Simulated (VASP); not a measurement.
Here is a VASP 6.6.1 calculation.

INCAR

```
SYSTEM = Na
PREC = Accurate ; ENCUT = 520
EDIFF = 1E-6 ; ISMEAR = -1
SIGMA = 0.05 ; LREAL = .False.
LASPH = .True. ; NELM = 100
ALGO = Fast ; ISIF = 2
LWAVE = .False. ; LCHARG = .False.
NBANDS = 10
```

Contents of KPOINTS:

```
Automatic mesh
0
Gamma
  9 9 9
  0 0 0
```

File POSCAR:

```
Na
1.0
   -2.1691742836      2.1691742836      2.1691742836
    2.1691742836     -2.1691742836      2.1691742836
    2.1691742836      2.1691742836     -2.1691742836
Na
1
Direct
    0.0000000000      0.0000000000      0.0000000000
```

Potentials or basis: VASP PAW LDA potentials, release 64 (Na_pv).

Command:

```sh
$ cat potpaw_LDA.64/Na_pv/POTCAR > POTCAR
$ mpirun -np 1 vasp_std > vasp.out
```

Question: Predict the pressure.

Answer: -1.3 GPa.
